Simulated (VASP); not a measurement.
# GaN (F-43m) in VASP: a series of runs

GaN is run at these levels: r2SCAN; tasks: single point.

Program: VASP 6.6.1. These are calculated values, not measurements. Logs are shortened: lines on timing, memory, paths and dates and some standing lists are left out, and cuts for length are marked.

## (1) The cell of the first run

The structure is cubic, space group F-43m (No. 216). Conventional cell: a = 4.586 Å, b = 4.586 Å, c = 4.586 Å, α = 90.00°, β = 90.00°, γ = 90.00°. Within 2.6 Å of Ga (site symmetry -43m) lie 4 N at 1.99 Å. N (site symmetry -43m) has 4 Ga at 1.99 Å within 2.6 Å.

## (2) Single point, r2SCAN (volume changed by +6%)

POSCAR

```
GaN
1.0
    0.0000000000      2.2930608496      2.2930608496
    2.2930608496      0.0000000000      2.2930608496
    2.2930608496      2.2930608496      0.0000000000
Ga N
1 1
Direct
    0.0000000000      0.0000000000      0.0000000000
    0.2500000000      0.2500000000      0.2500000000
```

INCAR.step1

```
PREC = Accurate
ENCUT = 520
ISMEAR = 0
SIGMA = 0.01
LREAL = F
LASPH = T
NELM = 100
NBANDS = 16
GGA = PE
ALGO = Normal
EDIFF = 1E-4
LWAVE = T
LCHARG = F
```

INCAR.step2

```
PREC = Accurate
ENCUT = 520
EDIFF = 1E-7
ISMEAR = 0
SIGMA = 0.01
LREAL = F
LASPH = T
NELM = 100
ALGO = Normal
ISIF = 2
LWAVE = F
LCHARG = T
METAGGA = R2SCAN
LMIXTAU = T
LELF = T
LVHAR = T
NBANDS = 16
ISTART = 1
```

KPOINTS

```
Automatic mesh
0
Gamma
  8 8 8
```

Potentials or basis: VASP PAW PBE potentials, release 64 (Ga_d, N).

Command:

```
$ cat potpaw_PBE.64/Ga_d/POTCAR potpaw_PBE.64/N/POTCAR > POTCAR
$ cp INCAR.step1 INCAR
$ mpirun -np 1 vasp_std > vasp.out
$ cp INCAR.step2 INCAR
$ mpirun -np 1 vasp_std > vasp.out
```

OUTCAR:

```text
PREC = Accurate
   ENCUT = 520
   EDIFF = 1E-7
   ISMEAR = 0
   LREAL = F
   LASPH = T
   NELM = 100
   ISIF = 2
   METAGGA = R2SCAN
   ISTART = 1

 ion  position               nearest neighbor table
   1  0.000  0.000  0.000-   2 1.99   2 1.99   2 1.99   2 1.99
   2  0.250  0.250  0.250-   1 1.99   1 1.99   1 1.99   1 1.99

  LATTYP: Found a face centered cubic cell.
 ALAT       =     4.5861216992

  Lattice vectors:

 A1 = (   0.0000000000,   2.2930608496,   2.2930608496)
 A2 = (   2.2930608496,   0.0000000000,   2.2930608496)
 A3 = (   2.2930608496,   2.2930608496,   0.0000000000)

Analysis of symmetry for initial positions (statically):
=====================================================================
 Subroutine PRICEL returns:
 Original cell was already a primitive cell.

 Routine SETGRP: Setting up the symmetry group for a
 face centered cubic supercell.

 Subroutine GETGRP returns: Found 24 space group operations
 (whereof 24 operations were pure point group operations)
 out of a pool of 48 trial point group operations.

The static configuration has the point symmetry T_d .

Analysis of symmetry for dynamics (positions and initial velocities):
=====================================================================
 Subroutine PRICEL returns:
 Original cell was already a primitive cell.

 Routine SETGRP: Setting up the symmetry group for a
 face centered cubic supercell.

 Subroutine GETGRP returns: Found 24 space group operations
 (whereof 24 operations were pure point group operations)
 out of a pool of 48 trial point group operations.

The dynamic configuration has the point symmetry T_d .

 Subroutine INISYM returns: Found 24 space group operations
 (whereof 24 operations are pure point group operations),
 and found     1 'primitive' translations

----------------------------------------------------------------------------------------

                                     Primitive cell

  volume of cell :      24.1144

  direct lattice vectors                    reciprocal lattice vectors
     0.000000000  2.293060850  2.293060850    -0.218049163  0.218049163  0.218049163
     2.293060850  0.000000000  2.293060850     0.218049163 -0.218049163  0.218049163
     2.293060850  2.293060850  0.000000000     0.218049163  0.218049163 -0.218049163

  length of vectors
     3.242877753  3.242877753  3.242877753     0.377672230  0.377672230  0.377672230

  position of ions in fractional coordinates (direct lattice)
[... 79 lines left out ...]
   EDIFF  = 0.1E-06   stopping-criterion for ELM
   LREAL  =      F    real-space projection
   EDIFFG = 0.1E-05   stopping-criterion for IOM
   NSW    =      0    number of steps for IOM
   IBRION =     -1    ionic relax: 0-MD 1-quasi-New 2-CG
   NFREE  =      0    steps in history (QN), initial steepest desc. (CG)
   ISIF   =      2    stress and relaxation
   ISYM   =      2    0-nonsym 1-usesym 2-fastsym
   POTIM  = 0.5000    time-step for ionic-motion
   TEBEG  =    0.0;   TEEND  =   0.0 temperature during run
   PSTRESS=    0.0 pullay stress
   NELECT =      18.0000    total number of electrons
   NUPDOWN=      -1.0000    fix difference up-down
   EMIN   =  10.00;   EMAX   =-10.00  energy-range for DOS
   EFERMI =   0.00;   METHOD = LEGACY
   ISMEAR =     0;   SIGMA  =   0.01  broadening in eV -4-tet -1-fermi 0-gaus
   EFERMI_NEDOS =   21; number of points for ismear=-14 and -15
   IALGO  =     38    algorithm
   IMIX   =      4    mixing-type and parameters
     AMIX     =   0.40;   BMIX     =  1.00
     AMIX_MAG =   1.60;   BMIX_MAG =  1.00
  volume/ion in A,a.u.               =      12.06        81.37
  Fermi-wavevector in a.u.,A,eV,Ry     =   1.485047  2.806331 30.005792  2.205363
  Thomas-Fermi vector in A             =   2.598507
   LORBIT       =      0    0 simple, 1 ext, 2 COOP (PROOUT), +10 PAW based schemes
   METAGGA = R2SCAN    functional components
   LHFCALC =     F    Hartree Fock is set to
   AEXX    =    0.0000 exact exchange contribution
   IVDW    =     0    specifies the selected vdW correction
   LEPSILON=     F    determine dielectric tensor
   LRPA    =     F    only Hartree local field effects (RPA)
 non-spin polarized calculation
 Gauss-broadening in eV      SIGMA  =   0.01
  energy-cutoff  :      520.00
  volume of cell :       24.11
 maximum number of plane-waves:       660
   NGX = 13   NGY = 13   NGZ = 13

 number of electron      17.9999984 magnetization

 Free energy of the ion-electron system (eV)
  ---------------------------------------------------
  ext. energy  EPLUGINS =         0.00000000
  ---------------------------------------------------
  free energy    TOTEN  =       -21.86028625 eV

  energy without entropy =      -21.86028625  energy(sigma->0) =      -21.86028625

 E-fermi :   4.5836     XC(G=0): -12.3304

 val. band max:        4.4658720580   @ k =   0.0000   0.0000   0.0000
 cond. band min:       6.2375433469   @ k =   0.0000   0.0000   0.0000
 fundamental gap:      1.7716712889
 Fermi energy:         4.5836251391

 k-point     1 :       0.0000    0.0000    0.0000
  band No.  band energies     occupation
      1     -11.8296      2.00000
      2      -9.3386      2.00000
      3      -9.3386      2.00000
      4      -9.3385      2.00000
      5      -9.0404      2.00000
      6      -9.0404      2.00000
[... 433 lines left out ...]
      3      -9.1855      2.00000
      4      -9.0574      2.00000
      5      -9.0127      2.00000
      6      -7.6417      2.00000
[... 8 lines left out ...]
     15      23.6574      0.00000
     16      25.8588      0.00000

 [... further k-points ...]

------------------------ aborting loop because EDIFF is reached ----------------------------------------

  FORCE on cell =-STRESS in cart. coord.  units (eV):
  Direction    XX          YY          ZZ          XY          YZ          ZX
  --------------------------------------------------------------------------------------
  -------------------------------------------------------------------------------------
  Total       -1.3788134     -1.3788134     -1.3788134      0.0000000      0.0000000      0.0000000
  in kB      -91.6092536    -91.6092536    -91.6092536      0.0000000      0.0000000      0.0000000
  external PRESSURE =     -91.6092536 kB  Pullay stress =       0.0000000 kB

 VOLUME and BASIS-vectors are now :
 -----------------------------------------------------------------------------
  energy-cutoff  :      520.00
  volume of cell :       24.11
      direct lattice vectors                 reciprocal lattice vectors
     0.000000000  2.293060850  2.293060850    -0.218049163  0.218049163  0.218049163
     2.293060850  0.000000000  2.293060850     0.218049163 -0.218049163  0.218049163
     2.293060850  2.293060850  0.000000000     0.218049163  0.218049163 -0.218049163

 POSITION                                       TOTAL-FORCE (eV/Angst)
 -----------------------------------------------------------------------------------
      0.00000      0.00000      0.00000        -0.000000     -0.000000     -0.000000
      1.14653      1.14653      1.14653         0.000000      0.000000      0.000000
 -----------------------------------------------------------------------------------
    total drift:                                0.000015      0.000015      0.000015

  FREE ENERGIE OF THE ION-ELECTRON SYSTEM (eV)
  ---------------------------------------------------
  free  energy   TOTEN  =       -21.8602862527 eV

  energy  without entropy=      -21.8602862527  energy(sigma->0) =      -21.86028625
```

OSZICAR.step1:

```text
N       E                     dE             d eps       ncg     rms          rms(c)
DAV:   1     0.820383021341E+02    0.82038E+02   -0.93789E+03  1032   0.199E+03
DAV:   2    -0.786279236000E+01   -0.89901E+02   -0.84252E+02  1072   0.332E+02
DAV:   3    -0.139961867375E+02   -0.61334E+01   -0.61060E+01  1104   0.712E+01
DAV:   4    -0.140669025973E+02   -0.70716E-01   -0.70707E-01  1160   0.836E+00
DAV:   5    -0.140678437437E+02   -0.94115E-03   -0.94114E-03  1152   0.866E-01    0.754E+00
DAV:   6    -0.121522015195E+02    0.19156E+01   -0.50003E+00  1392   0.382E+01    0.270E+00
DAV:   7    -0.121541610101E+02   -0.19595E-02   -0.29587E-01   992   0.677E+00    0.175E+00
DAV:   8    -0.121506727390E+02    0.34883E-02   -0.69389E-02  1040   0.317E+00    0.880E-01
DAV:   9    -0.121458192701E+02    0.48535E-02   -0.13758E-02  1376   0.247E+00    0.247E-01
DAV:  10    -0.121462628794E+02   -0.44361E-03   -0.13700E-03  1000   0.441E-01    0.133E-01
DAV:  11    -0.121461714159E+02    0.91463E-04   -0.22352E-04   896   0.261E-01
   1 F= -.12146171E+02 E0= -.12146171E+02  d E =-.305182E-92
```

Wall time 25 s (1 thread of Intel Xeon 6975P-C (Granite Rapids), shared host); peak memory 0.15 GiB.

Results:

* Free energy: -21.8603 eV
* Pressure: -9.2 GPa
* Band gap on the k mesh: 1.77 eV, direct

Caveat: the cell differs from its parent crystal (volume changed by +6%); the PAW data sets were made with another functional, which shifts forces and pressure a little.

## (3) Single point, r2SCAN

This run uses another cell than the first one, of 11.37 Å³/atom, 0.943 times its volume.

POSCAR

```
GaN
1.0
    0.0000000000      2.2489525428      2.2489525428
    2.2489525428      0.0000000000      2.2489525428
    2.2489525428      2.2489525428      0.0000000000
Ga N
1 1
Direct
    0.0000000000      0.0000000000      0.0000000000
    0.2500000000      0.2500000000      0.2500000000
```

INCAR.step1

```
SYSTEM = GaN
PREC     = Accurate       ! precision mode
ENCUT    = 520            ! plane-wave cutoff, eV
ISMEAR   = 0              ! smearing method
SIGMA    = 0.01           ! smearing width, eV
LREAL    = .FALSE.        ! projectors in reciprocal space
LASPH    = .TRUE.         ! aspherical terms in the spheres
NELM     = 80             ! most SCF steps
NBANDS   = 16             ! bands
GGA      = PE             ! functional
ALGO     = Normal         ! electronic algorithm
EDIFF    = 1E-4           ! SCF threshold, eV
LWAVE    = .TRUE.         ! write WAVECAR
LCHARG   = .FALSE.        ! write CHGCAR
```

INCAR.step2

```
SYSTEM = GaN
PREC     = Accurate       ! precision mode
ENCUT    = 520            ! plane-wave cutoff, eV
EDIFF    = 1E-6           ! SCF threshold, eV
ISMEAR   = 0              ! smearing method
SIGMA    = 0.01           ! smearing width, eV
LREAL    = .FALSE.        ! projectors in reciprocal space
LASPH    = .TRUE.         ! aspherical terms in the spheres
NELM     = 80             ! most SCF steps
ALGO     = Normal         ! electronic algorithm
ISIF     = 2              ! what is computed and relaxed
LWAVE    = .FALSE.        ! write WAVECAR
LCHARG   = .FALSE.        ! write CHGCAR
METAGGA  = R2SCAN         ! meta-GGA
LMIXTAU  = .TRUE.       
NBANDS   = 16             ! bands
ISTART   = 1
```

KPOINTS

```
Automatic mesh
0
G
  10 10 10
  0 0 0
```

Potentials or basis: VASP PAW PBE potentials, release 64 (Ga_d, N).

Command:

```
$ cat potpaw_PBE.64/Ga_d/POTCAR potpaw_PBE.64/N/POTCAR > POTCAR
$ cp INCAR.step1 INCAR
$ mpirun -np 1 vasp_std > vasp.out
$ cp INCAR.step2 INCAR
$ mpirun -np 1 vasp_std > vasp.out
```

Run time: 27 s. Hardware: 1 thread of Intel Xeon 6975P-C (Granite Rapids), shared host; peak memory 0.15 GiB.

It converged, with:

| Property | Result |
| --- | --- |
| Free energy | -21.8964 eV |
| Pressure | 1.1 GPa |
| Band gap on the k mesh | 2.16 eV, direct |

Levels at points of the mesh, in eV from the valence-band top:
```csv
k point,band 5,band 6,band 7,band 8,band 9,band 10,band 11,band 12,band 13,band 14
"(0.00, 0.00, 0.00)",-13.48,-13.48,0.00,0.00,0.00,2.16,11.04,11.04,11.04,18.64
"(0.50, 0.00, 0.00)",-13.43,-12.35,-7.20,-1.00,-1.00,5.21,9.47,11.03,11.03,16.56
"(0.50, 0.50, 0.00)",-13.40,-11.97,-6.24,-2.80,-2.80,3.77,7.28,12.63,15.01,15.01
```

Caveat: the PAW data sets were made with another functional, which shifts forces and pressure a little. r2SCAN opens gaps a little over a GGA but as a rule still falls short of measured ones.

## (4) Single point, r2SCAN (volume changed by -6%)

POSCAR

```
GaN
1.0
    0.0000000000      2.2030426700      2.2030426700
    2.2030426700      0.0000000000      2.2030426700
    2.2030426700      2.2030426700      0.0000000000
Ga N
1 1
Direct
    0.0000000000      0.0000000000      0.0000000000
    0.2500000000      0.2500000000      0.2500000000
```

INCAR.step1

```
PREC = Accurate
ENCUT = 910
ISMEAR = 0
SIGMA = 0.01
LREAL = False
LASPH = True
NELM = 120
NBANDS = 16
GGA = PE
ALGO = Normal
EDIFF = 1E-5
LWAVE = True
LCHARG = False
GGA_COMPAT = False
```

INCAR.step2

```
PREC = Accurate
ENCUT = 910
EDIFF = 1E-6
ISMEAR = 0
SIGMA = 0.01
LREAL = False
LASPH = True
NELM = 120
ALGO = Normal
ISIF = 2
LWAVE = False
LCHARG = True
METAGGA = R2SCAN
LMIXTAU = True
LELF = True
LVHAR = True
NBANDS = 16
ISTART = 1
GGA_COMPAT = False
```

KPOINTS

```
regular mesh
0
Gamma
  8 8 8
```

Potentials or basis: VASP PAW PBE potentials, release 64 (Ga_d, N_h).

Command:

```
$ cat potpaw_PBE.64/Ga_d/POTCAR potpaw_PBE.64/N_h/POTCAR > POTCAR
$ cp INCAR.step1 INCAR
$ mpirun -np 1 vasp_std > vasp.out
$ cp INCAR.step2 INCAR
$ mpirun -np 1 vasp_std > vasp.out
```

Run time: 36 s. Hardware: 1 thread of Intel Xeon 6975P-C (Granite Rapids), shared host; peak memory 0.19 GiB.

The run converged. Its results:

```yaml
Free_energy: -21.8291 eV
Pressure: 15.1 GPa
Band_gap_on_the_k_mesh: 2.57 eV, direct
```

Levels at points of the mesh, in eV from the valence-band top:
| k point | band 5 | band 6 | band 7 | band 8 | band 9 | band 10 | band 11 | band 12 | band 13 | band 14 |
| --- | --- | --- | --- | --- | --- | --- | --- | --- | --- | --- |
| (0.00, 0.00, 0.00) | -13.47 | -13.47 | 0.00 | 0.00 | 0.00 | 2.57 | 11.45 | 11.45 | 11.45 | 19.51 |
| (0.50, 0.00, 0.00) | -13.42 | -12.33 | -7.63 | -1.09 | -1.09 | 5.65 | 9.80 | 11.37 | 11.37 | 17.14 |
| (0.50, 0.50, 0.00) | -13.38 | -11.96 | -6.51 | -3.04 | -3.04 | 3.79 | 7.66 | 13.12 | 15.71 | 15.71 |

Caveat: the cell differs from its parent crystal (volume changed by -6%); the cutoff is under 1.25 times the usual one of these potentials, so pressure, stress and relaxed cells hold a basis-set (Pulay) error; the PAW data sets were made with another functional, which shifts forces and pressure a little.

## (5) Single point, r2SCAN

This run uses another cell than the first one, of 11.37 Å³/atom, 0.943 times its volume.

POSCAR

```
GaN
1.0
    0.0000000000      2.2489525428      2.2489525428
    2.2489525428      0.0000000000      2.2489525428
    2.2489525428      2.2489525428      0.0000000000
Ga N
1 1
Direct
    0.0000000000      0.0000000000      0.0000000000
    0.2500000000      0.2500000000      0.2500000000
```

INCAR.step1

```
SYSTEM = GaN
PREC     = Accurate       ! precision mode
ENCUT    = 910            ! plane-wave cutoff, eV
ISMEAR   = 0              ! smearing method
SIGMA    = 0.01           ! smearing width, eV
LREAL    = .FALSE.        ! projectors in reciprocal space
LASPH    = .TRUE.         ! aspherical terms in the spheres
NELM     = 120            ! most SCF steps
NBANDS   = 16             ! bands
GGA      = PE             ! functional
ALGO     = Normal         ! electronic algorithm
EDIFF    = 1E-5           ! SCF threshold, eV
LWAVE    = .TRUE.         ! write WAVECAR
LCHARG   = .FALSE.        ! write CHGCAR
GGA_COMPAT= .FALSE.
```

INCAR.step2

```
SYSTEM = GaN
PREC     = Accurate       ! precision mode
ENCUT    = 910            ! plane-wave cutoff, eV
EDIFF    = 1E-6           ! SCF threshold, eV
ISMEAR   = 0              ! smearing method
SIGMA    = 0.01           ! smearing width, eV
LREAL    = .FALSE.        ! projectors in reciprocal space
LASPH    = .TRUE.         ! aspherical terms in the spheres
NELM     = 120            ! most SCF steps
ALGO     = Normal         ! electronic algorithm
ISIF     = 2              ! what is computed and relaxed
LWAVE    = .FALSE.        ! write WAVECAR
LCHARG   = .FALSE.        ! write CHGCAR
METAGGA  = R2SCAN         ! meta-GGA
LMIXTAU  = .TRUE.       
NBANDS   = 16             ! bands
ISTART   = 1            
GGA_COMPAT= .FALSE.
```

KPOINTS

```
Automatic mesh
0
G
  10 10 10
  0 0 0
```

Command:

```
$ cat potpaw_PBE.64/Ga_d/POTCAR potpaw_PBE.64/N_h/POTCAR > POTCAR
$ cp INCAR.step1 INCAR
$ mpirun -np 1 vasp_std > vasp.out
$ cp INCAR.step2 INCAR
$ mpirun -np 1 vasp_std > vasp.out
```

It took 80 s on 1 thread of Intel Xeon Platinum 8559C (Emerald Rapids), shared host; peak memory 0.21 GiB.

It converged, with:

```yaml
Free_energy: -21.8962 eV
Pressure: 1.0 GPa
Band_gap_on_the_k_mesh: 2.16 eV, direct
```

Levels at points of the mesh, in eV from the valence-band top:
```tsv
k point	band 7	band 8	band 9	band 10	band 11	band 12
(0.00, 0.00, 0.00)	0.00	0.00	0.00	2.16	11.04	11.04
(0.50, 0.00, 0.00)	-7.19	-1.00	-1.00	5.20	9.47	11.03
(0.50, 0.50, 0.00)	-6.24	-2.80	-2.80	3.77	7.28	12.62
```

Caveat: the cutoff is under 1.25 times the usual one of these potentials, so pressure, stress and relaxed cells hold a basis-set (Pulay) error; the PAW data sets were made with another functional, which shifts forces and pressure a little. r2SCAN opens gaps a little over a GGA but as a rule still falls short of measured ones.

## (6) Summary

| potentials or basis | cell | k mesh | cutoff (eV) | second run | gap on the mesh (eV) | pressure (GPa) |
| --- | --- | --- | --- | --- | --- | --- |
| VASP PAW PBE potentials, release 64 (Ga_d, N) | a = 3.243 Å, angles 60.0°, 2 atoms | 8 × 8 × 8 | 520 | - | 1.77 | -9.2 |
| VASP PAW PBE potentials, release 64 (Ga_d, N) | a = 3.180 Å, angles 60.0°, 2 atoms | 10 × 10 × 10 | 520 | - | 2.16 | 1.1 |
| VASP PAW PBE potentials, release 64 (Ga_d, N_h) | a = 3.116 Å, angles 60.0°, 2 atoms | 8 × 8 × 8 | 910 | hard_potentials | 2.57 | 15.1 |
| VASP PAW PBE potentials, release 64 (Ga_d, N_h) | a = 3.180 Å, angles 60.0°, 2 atoms | 10 × 10 × 10 | 910 | hard_potentials | 2.16 | 1.0 |

Alike in all rows: task single point; level r2SCAN; no spin polarisation; smearing gaussian 0.01 eV.

Caveats: the PAW data sets were made with another functional, which shifts forces and pressure a little; the cutoff is under 1.25 times the usual one of these potentials, so pressure, stress and relaxed cells hold a basis-set (Pulay) error (some runs).

Absolute energies hang on the potentials; compare differences alone.
